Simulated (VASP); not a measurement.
Runs of VASP 6.6.1 on CaVO3. The structure is cubic, space group Pm-3m (No. 221). Conventional cell: a = 3.830 Å, b = 3.830 Å, c = 3.830 Å, α = 90.00°, β = 90.00°, γ = 90.00°. Ca (site symmetry m-3m) has 12 O at 2.71 Å and 8 V at 3.32 Å within 3.6 Å. Within 2.5 Å of V (site symmetry m-3m) lie 6 O at 1.92 Å. Within 2.5 Å of O (site symmetry 4/mmm) lie 2 V at 1.92 Å. 

```csv
level,U,gap on the mesh (eV),pressure (GPa),moment (μB)
LDA,-,none,-15.9,0.00
LDA+U,V d U = 6.0 eV,none,(a),1.00
LDA+U,V d U = 4.0 eV,none,-10.3,1.00
LDA+U,V d U = 2.0 eV,none,(b),0.50
```

Alike in all rows: task single point; potentials or basis VASP PAW LDA potentials, release 64 (Ca_sv, V_sv, O); spin collinear, ferromagnetic start; cell as given; k mesh 6 × 6 × 6; cutoff (eV) 600; smearing gaussian 0.1 eV.

Question: Fill in the values left out.

Answer: (a) -8.0; (b) -13.9.

Caveats: the cell stands under tension; semilocal functionals often make such compounds metallic where correlation or magnetic order opens a gap, which also shifts bond lengths (at least some runs).

A gap of «none» marks levels without a gap at the run's occupations.
